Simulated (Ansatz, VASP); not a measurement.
One calculation of ZnS, two programs

File INCAR:

```
ALGO = Normal ; EDIFF = 1E-6
ENCUT = 520 ; ISIF = 2
ISMEAR = 0 ; LASPH = T
LCHARG = F ; LREAL = F
LWAVE = F ; NBANDS = 26
NELM = 80 ; PREC = Accurate
SIGMA = 0.01
```

The input KPOINTS:

```
k-points
0
Gamma
  6 6 4
```

POSCAR

```
ZnS
1.0
    3.7382324346      0.0000000000      0.0000000000
   -1.8691162173      3.2374042537      0.0000000000
    0.0000000000      0.0000000000      6.1429976498
Zn S
2 2
Direct
    0.3333333333      0.6666666667      0.0055913297
    0.6666666667      0.3333333333      0.5055913297
    0.3333333333      0.6666666667      0.3794086703
    0.6666666667      0.3333333333      0.8794086703
```

Input for Ansatz:

```yaml
crystal:
  lattice:
    - [3.73823243465, 0.0, 0.0]
    - [-1.86911621733, 3.23740425366, 0.0]
    - [0.0, 0.0, 6.14299764976]
  atoms:
    - { symbol: Zn, position: [0.333333333333, 0.666666666667, 0.005591329683] }
    - { symbol: Zn, position: [0.666666666667, 0.333333333333, 0.505591329683] }
    - { symbol: S, position: [0.333333333333, 0.666666666667, 0.379408670317] }
    - { symbol: S, position: [0.666666666667, 0.333333333333, 0.879408670317] }
kpoints:
  mp_grid: { grid: [6, 6, 4] }
scf:
  occupations: { method: fixed }
hamiltonian:
  xc: lda
  pseudopotentials: { kind: all_electron, lapw: { basis_error: 0.001 } }
output:
  forces: true
  stress: true
  eigenvalues: true
  eigenstates:
    nscf_kmesh: { grid: [10, 10, 6] }
    de_dk: true
    e_range: [-9, 12.19169699564]
checkpoint:
  write: ck
  write_wavefunctions: false
```

Alike in both runs: task single point; functional LDA; k mesh 6 × 6 × 4; no spin polarisation.

|  | VASP | Ansatz |
| --- | --- | --- |
| version | VASP 6.6.1 | Ansatz 0.2.0 |
| potentials or method | VASP PAW LDA potentials, release 64 (Zn, S), cutoff 520 eV | all-electron LAPW, scalar-relativistic |
| occupations | gaussian, width 0.01 eV | fixed |

Ansatz gave:

- gap on the k mesh at the Fermi level (eV): 2.19
- pressure (GPa): 0.0

**Question.** What did VASP give for the same quantities?

**Answer.** gap on the k mesh at the Fermi level (eV): 2.23; pressure (GPa): 0.3.

LDA's correlation is that of Perdew and Zunger in VASP and of Perdew and Wang (1992) in Ansatz. Ansatz ran all-electron here, and VASP with PAW potentials.
